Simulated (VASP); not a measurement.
Here is a VASP 6.6.1 calculation.

File INCAR:

```
  PREC = Accurate
  ENCUT = 520
  EDIFF = 1E-7
  ISMEAR = 0
  SIGMA = 0.05
  LREAL = False
  LASPH = True
  NELM = 60
  ALGO = Normal
  ISIF = 2
  LWAVE = False
  LCHARG = False
  LDIPOL = True
  IDIPOL = 3
  DIPOL = 0.5 0.5 0.408
  GGA = PE
  IVDW = 12
  NBANDS = 50
```

Contents of KPOINTS:

```
regular mesh
0
Gamma
  7 7 1
```

File POSCAR:

```
SnO
1.0
    3.8201527101      0.0002954416      0.0000000000
   -0.0003145269      3.8201527086      0.0000000000
    0.0000000000      0.0000000000     22.2260751773
Sn O
4 4
Direct
    0.9999452874      0.9999452874      0.2024648960
    0.4999452874      0.4999452874      0.3087831537
    0.9999452874      0.9999452874      0.5067488299
    1.4999452874      1.4999452874      0.6130670876
    0.9999461031      0.4999461031      0.2556240249
    0.4999461031      0.9999461031      0.2556240249
    0.9999444717      1.4999444717      0.5599079587
    1.4999444717      0.9999444717      0.5599079587
```

Potentials or basis: VASP PAW PBE potentials, release 64 (Sn_d, O).

Launch:

```bash
$ cat potpaw_PBE.64/Sn_d/POTCAR potpaw_PBE.64/O/POTCAR > POTCAR
$ mpirun -np 1 vasp_std > vasp.out
```

Task: Predict the largest force.

Result: 0.179 eV/Å.

Task: Predict the band gap on the k mesh.

Result: 2.61 eV (least direct gap 2.63 eV).

Task: What does it give for the dispersion energy per atom?

Result: -0.153 eV.

Forces on the atoms (eV/Å):
```
Sn   0.000  0.000 -0.082
Sn   0.000  0.000  0.179
Sn   0.000  0.000 -0.179
Sn   0.000  0.000  0.082
O    0.000  0.000  0.009
O    0.000  0.000  0.009
O    0.000  0.000 -0.009
O    0.000  0.000 -0.009
```

Caveat: the cell differs from its parent crystal (layers slid over each other); spin-orbit coupling is left out, which moves the levels of the heavy elements.
